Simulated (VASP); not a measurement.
# NaH (Immm) in VASP: a series of runs

Runs on NaH. Level: r2SCAN. Tasks: single point.

Everything below comes from runs of VASP 6.6.1. Logs are shortened: lines on timing, memory, paths and dates and some standing lists are left out, and cuts for length are marked.

## (1) The cell of the first run

Symmetry: Immm, No. 71, orthorhombic system. The conventional cell has a = 2.881 Å, b = 3.898 Å, c = 4.458 Å, α = 90.00°, β = 90.00°, γ = 90.00°. Na (site symmetry mmm) has 6 H at 2.23 to 2.42 Å and 2 Na at 2.88 Å within 2.9 Å. H (site symmetry mmm) has 6 Na at 2.23 to 2.42 Å and 2 H at 2.88 Å within 2.9 Å.

## (2) Single point, r2SCAN (engineering shear strain xy -0.3000, normal strain along z -0.0700)

The input, POSCAR:

```
NaH
1.0
   -0.3595547457      2.3970316378      2.2292394232
    2.3970316378     -0.3595547457      2.2292394232
    2.0374768921      2.0374768921      0.0000000000
Na H
1 1
Direct
    0.0000000000      0.0000000000      0.0000000000
    0.5000000000      0.5000000000      0.5000000000
```

The input, INCAR.step1:

```
SYSTEM = NaH
PREC = Accurate ; ENCUT = 520
ISMEAR = -1 ; SIGMA = 0.2
LREAL = .FALSE. ; LASPH = .TRUE.
NELM = 80 ; NBANDS = 11
GGA = PE ; ALGO = Normal
EDIFF = 1E-4 ; LWAVE = .TRUE.
LCHARG = .FALSE.
```

The input, INCAR.step2:

```
SYSTEM = NaH
PREC = Accurate ; ENCUT = 520
EDIFF = 1E-6 ; ISMEAR = -1
SIGMA = 0.2 ; LREAL = .FALSE.
LASPH = .TRUE. ; NELM = 80
ALGO = Normal ; ISIF = 2
LWAVE = .FALSE. ; LCHARG = .FALSE.
METAGGA = R2SCAN ; LMIXTAU = .TRUE.
NBANDS = 11 ; ISTART = 1
```

The input, KPOINTS:

```
Automatic mesh
0
G
  8 8 8
  0 0 0
```

Potentials or basis: VASP PAW PBE potentials, release 64 (Na_pv, H).

Run with:

```sh
$ cat potpaw_PBE.64/Na_pv/POTCAR potpaw_PBE.64/H/POTCAR > POTCAR
$ cp INCAR.step1 INCAR
$ mpirun -np 1 vasp_std > vasp.out
$ cp INCAR.step2 INCAR
$ mpirun -np 1 vasp_std > vasp.out
```

OUTCAR:

```text
SYSTEM = NaH
   PREC = Accurate
   ENCUT = 520
   EDIFF = 1E-6
   ISMEAR = -1
   LREAL = .FALSE.
   LASPH = .TRUE.
   NELM = 80
   ISIF = 2
   METAGGA = R2SCAN
   ISTART = 1

 ion  position               nearest neighbor table
   1  0.000  0.000  0.000-
   2  0.500  0.500  0.500-

  LATTYP: Found a body centered orthorhombic cell.
 ALAT       =     2.8814274538
 B/A-ratio  =     1.3529411765
 C/A-ratio  =     1.5473160154

  Lattice vectors:

 A1 = (   0.3595547457,  -2.3970316378,  -2.2292394232)
 A2 = (  -0.3595547457,   2.3970316378,  -2.2292394232)
 A3 = (   2.3970316378,  -0.3595547457,   2.2292394232)

Analysis of symmetry for initial positions (statically):
=====================================================================
 Subroutine PRICEL returns:
 Original cell was already a primitive cell.

 Routine SETGRP: Setting up the symmetry group for a
 body centered orthorhombic supercell.

 Subroutine GETGRP returns: Found  8 space group operations
 (whereof  8 operations were pure point group operations)
 out of a pool of  8 trial point group operations.

The static configuration has the point symmetry D_2h.

Analysis of symmetry for dynamics (positions and initial velocities):
=====================================================================
 Subroutine PRICEL returns:
 Original cell was already a primitive cell.

 Routine SETGRP: Setting up the symmetry group for a
 body centered orthorhombic supercell.

 Subroutine GETGRP returns: Found  8 space group operations
 (whereof  8 operations were pure point group operations)
 out of a pool of  8 trial point group operations.

The dynamic configuration has the point symmetry D_2h.

 Subroutine INISYM returns: Found  8 space group operations
 (whereof  8 operations are pure point group operations),
 and found     1 'primitive' translations

----------------------------------------------------------------------------------------

                                     Primitive cell

  volume of cell :      25.0410

  direct lattice vectors                    reciprocal lattice vectors
    -0.359554746  2.397031638  2.229239423    -0.181383759  0.181383759  0.224291745
     2.397031638 -0.359554746  2.229239423     0.181383759 -0.181383759  0.224291745
     2.037476892  2.037476892  0.000000000     0.245401556  0.245401556 -0.224291745

  length of vectors
     3.293106238  3.293106238  2.881427454     0.340744659  0.340744659  0.413219838

  position of ions in fractional coordinates (direct lattice)
     0.000000000  0.000000000  0.000000000
     0.500000000  0.500000000  0.500000000

  ion indices of the primitive-cell ions
   primitive index   ion index
                 1           1
                 2           2

----------------------------------------------------------------------------------------

 KPOINTS: Automatic mesh

Automatic generation of k-mesh.
 Grid dimensions read from file:
 generate k-points for:    8    8    8

 Generating k-lattice:

  Cartesian coordinates                     Fractional coordinates (reciprocal lattice)
    -0.022672970  0.022672970  0.028036468     0.125000000 -0.000000000  0.000000000
     0.022672970 -0.022672970  0.028036468    -0.000000000  0.125000000  0.000000000
     0.030675195  0.030675195 -0.028036468     0.000000000  0.000000000  0.125000000

  Length of vectors
     0.042593082  0.042593082  0.051652480

  Shift w.r.t. Gamma in fractional coordinates (k-lattice)
     0.000000000  0.000000000  0.000000000

 Subroutine IBZKPT returns following result:
 ===========================================

 Found     95 irreducible k-points:

 Following reciprocal coordinates:
            Coordinates               Weight
  0.000000  0.000000  0.000000      1.000000
  0.125000  0.000000  0.000000      4.000000
  0.250000  0.000000  0.000000      4.000000
  0.375000  0.000000  0.000000      4.000000
  0.500000  0.000000  0.000000      2.000000
  0.125000  0.125000  0.000000      2.000000
[... 16 lines left out ...]
  0.125000  0.000000  0.125000      4.000000
  0.250000  0.000000  0.125000      8.000000
 [... further k-points ...]
   k-points           NKPTS =     95   k-points in BZ     NKDIM =     95   number of bands    NBANDS=     11
   number of dos      NEDOS =    301   number of ions     NIONS =      2
   total plane-waves  NPLWV =  13824
   dimension x,y,z NGX =    24 NGY =   24 NGZ =   24
   dimension x,y,z NGXF=    48 NGYF=   48 NGZF=   48
   ions per type =               1   1
   NGX,Y,Z   is equivalent  to a cutoff of  12.12, 12.12, 13.85 a.u.
   NGXF,Y,Z  is equivalent  to a cutoff of  24.23, 24.23, 27.69 a.u.
 SYSTEM =  NaH
   PREC   = accura    normal or accurate (medium, high low for compatibility)
   ISTART =      1    job   : 0-new  1-cont  2-samecut
   ICHARG =      0    charge: 1-file 2-atom 10-const
   ISPIN  =      1    spin polarized calculation?
   LNONCOLLINEAR =      F non collinear calculations
   LSORBIT =      F    spin-orbit coupling
   LASPH  =      T    aspherical Exc in radial PAW
   ENCUT  =  520.0 eV  38.22 Ry    6.18 a.u.   6.12  6.12  5.36*2*pi/ulx,y,z
   NELM   =     80;   NELMIN=  2; NELMDL=  0     # of ELM steps
   EDIFF  = 0.1E-05   stopping-criterion for ELM
   LREAL  =      F    real-space projection
   EDIFFG = 0.1E-04   stopping-criterion for IOM
   NSW    =      0    number of steps for IOM
   IBRION =     -1    ionic relax: 0-MD 1-quasi-New 2-CG
   NFREE  =      0    steps in history (QN), initial steepest desc. (CG)
   ISIF   =      2    stress and relaxation
   ISYM   =      2    0-nonsym 1-usesym 2-fastsym
   POTIM  = 0.5000    time-step for ionic-motion
   TEBEG  =    0.0;   TEEND  =   0.0 temperature during run
   PSTRESS=    0.0 pullay stress
   NELECT =       8.0000    total number of electrons
   NUPDOWN=      -1.0000    fix difference up-down
   EMIN   =  10.00;   EMAX   =-10.00  energy-range for DOS
   EFERMI =   0.00;   METHOD = LEGACY
   ISMEAR =    -1;   SIGMA  =   0.20  broadening in eV -4-tet -1-fermi 0-gaus
   EFERMI_NEDOS =   21; number of points for ismear=-14 and -15
   IALGO  =     38    algorithm
   IMIX   =      4    mixing-type and parameters
     AMIX     =   0.40;   BMIX     =  1.00
     AMIX_MAG =   1.60;   BMIX_MAG =  1.00
  volume/ion in A,a.u.               =      12.52        84.49
  Fermi-wavevector in a.u.,A,eV,Ry     =   1.119149  2.114885 17.041215  1.252494
  Thomas-Fermi vector in A             =   2.255786
   LORBIT       =      0    0 simple, 1 ext, 2 COOP (PROOUT), +10 PAW based schemes
   METAGGA = R2SCAN    functional components
   LHFCALC =     F    Hartree Fock is set to
   AEXX    =    0.0000 exact exchange contribution
   IVDW    =     0    specifies the selected vdW correction
   LEPSILON=     F    determine dielectric tensor
   LRPA    =     F    only Hartree local field effects (RPA)
 non-spin polarized calculation
  energy-cutoff  :      520.00
  volume of cell :       25.04
 maximum number of plane-waves:       690
   NGX = 13   NGY = 13   NGZ = 11

 number of electron       8.0000011 magnetization

 Free energy of the ion-electron system (eV)
  ---------------------------------------------------
  ext. energy  EPLUGINS =         0.00000000
  ---------------------------------------------------
  free energy    TOTEN  =        -7.40474805 eV

  energy without entropy =       -7.40470498  energy(sigma->0) =       -7.40472652

 E-fermi :   1.2951     XC(G=0):  -8.6088

 val. band max:       -0.6325653415   @ k =  -0.2500  -0.3750   0.3750
 cond. band min:       2.7511077464   @ k =   0.5000   0.0000   0.0000
 fundamental gap:      3.3836730879
 Fermi energy:         1.2951456613

 k-point     1 :       0.0000    0.0000    0.0000
  band No.  band energies     occupation
      1     -23.9684      2.00000
      2     -23.9402      2.00000
      3     -23.9356      2.00000
      4      -4.9035      2.00000
      5      10.4902      0.00000
      6      12.9995      0.00000
      7      14.3042      0.00000
      8      14.7021      0.00000
      9      18.2578      0.00000
     10      20.4677      0.00000
     11      21.4423      0.00000

 k-point     2 :       0.1250    0.0000    0.0000
  band No.  band energies     occupation
      1     -23.9702      2.00000
      2     -23.9550      2.00000
      3     -23.9366      2.00000
      4      -4.6575      2.00000
      5       8.8897      0.00000
      6      12.0503      0.00000
      7      14.7147      0.00000
      8      17.0450      0.00000
      9      18.1954      0.00000
     10      19.3428      0.00000
     11      21.3874      0.00000

 k-point     3 :       0.2500    0.0000    0.0000
  band No.  band energies     occupation
      1     -23.9954      2.00000
      2     -23.9746      2.00000
      3     -23.9342      2.00000
      4      -3.9653      2.00000
      5       6.0760      0.00000
      6      12.1007      0.00000
      7      15.0920      0.00000
      8      16.9279      0.00000
      9      18.0729      0.00000
     10      20.3103      0.00000
     11      21.3287      0.00000

 k-point     4 :       0.3750    0.0000    0.0000
  band No.  band energies     occupation
      1     -24.0355      2.00000
      2     -23.9789      2.00000
      3     -23.9316      2.00000
      4      -3.0253      2.00000
      5       3.7622      0.00001
      6      12.4463      0.00000
      7      14.6690      0.00000
      8      17.2744      0.00000
      9      17.6731      0.00000
     10      19.9152      0.00000
     11      21.2806      0.00000

 k-point     5 :       0.5000    0.0000    0.0000
  band No.  band energies     occupation
      1     -24.0520      2.00000
      2     -23.9808      2.00000
      3     -23.9306      2.00000
      4      -2.4772      2.00000
      5       2.7511      0.00138
      6      12.7013      0.00000
      7      14.2748      0.00000
      8      17.0049      0.00000
      9      18.5235      0.00000
     10      19.6445      0.00000
     11      21.2627      0.00000
[... 211 lines left out ...]
 k-point    21 :       0.5000    0.5000    0.0000
  band No.  band energies     occupation
      1     -24.0359      2.00000
      2     -24.0103      2.00000
      3     -23.9949      2.00000
      4      -1.2021      1.99999
      5       4.9790      0.00000
      6       7.1289      0.00000
      7       8.7046      0.00000
      8      15.2555      0.00000
      9      15.2965      0.00000
     10      26.0459      0.00000
     11      28.1910      0.00000

 k-point    22 :       0.0000    0.0000    0.1250
  band No.  band energies     occupation
      1     -24.0009      2.00000
      2     -23.9416      2.00000
      3     -23.9397      2.00000
      4      -4.5307      2.00000
      5       9.9715      0.00000
      6      12.1590      0.00000
      7      14.5611      0.00000
      8      15.6219      0.00000
      9      16.0040      0.00000
     10      18.5043      0.00000
     11      20.3079      0.00000

 k-point    23 :       0.1250    0.0000    0.1250
  band No.  band energies     occupation
      1     -24.0007      2.00000
      2     -23.9434      2.00000
      3     -23.9393      2.00000
      4      -4.5020      2.00000
      5       9.5245      0.00000
      6      11.8266      0.00000
      7      14.9357      0.00000
      8      16.5839      0.00000
      9      16.7030      0.00000
     10      17.4831      0.00000
     11      19.5170      0.00000

 k-point    24 :       0.2500    0.0000    0.1250
  band No.  band energies     occupation
      1     -24.0063      2.00000
      2     -23.9677      2.00000
      3     -23.9398      2.00000
      4      -4.0089      2.00000
      5       7.3759      0.00000
      6      10.7788      0.00000
      7      14.8530      0.00000
      8      16.9943      0.00000
      9      17.7287      0.00000
     10      19.4023      0.00000
     11      20.6540      0.00000

 [... further k-points ...]
[... 5 lines left out ...]
  --------------------------------------------------------------------------------------
  -------------------------------------------------------------------------------------
  Total        0.3699920      0.3699920      0.4395075      1.1642532      0.0000000      0.0000000
  in kB       23.6729232     23.6729232     28.1206831     74.4915498      0.0000000      0.0000000
  external PRESSURE =      25.1555098 kB  Pullay stress =       0.0000000 kB

 VOLUME and BASIS-vectors are now :
 -----------------------------------------------------------------------------
  energy-cutoff  :      520.00
  volume of cell :       25.04
      direct lattice vectors                 reciprocal lattice vectors
    -0.359554746  2.397031638  2.229239423    -0.181383759  0.181383759  0.224291745
     2.397031638 -0.359554746  2.229239423     0.181383759 -0.181383759  0.224291745
     2.037476892  2.037476892  0.000000000     0.245401556  0.245401556 -0.224291745

 POSITION                                       TOTAL-FORCE (eV/Angst)
 -----------------------------------------------------------------------------------
      0.00000      0.00000      0.00000         0.000000      0.000000      0.000000
      2.03748      2.03748      2.22924        -0.000000     -0.000000      0.000000
 -----------------------------------------------------------------------------------
    total drift:                                0.000000     -0.000000     -0.000000

  FREE ENERGIE OF THE ION-ELECTRON SYSTEM (eV)
  ---------------------------------------------------
  free  energy   TOTEN  =        -7.4047480466 eV

  energy  without entropy=       -7.4047049842  energy(sigma->0) =       -7.40472652
```

Wall time 1.8 min (1 thread of AMD EPYC 7R43 (Zen 3), shared host); peak memory 0.11 GiB.

Results:

```yaml
Free_energy: -7.4047 eV
Pressure: 2.5 GPa
Band_gap_on_the_k_mesh: 3.38 eV, indirect (least direct gap 5.23 eV)
```

Caveat: the cell differs from its parent crystal (engineering shear strain xy -0.3000, normal strain along z -0.0700); the PAW data sets were made with another functional, which shifts forces and pressure a little.

(Continued in part 2 of 2.)
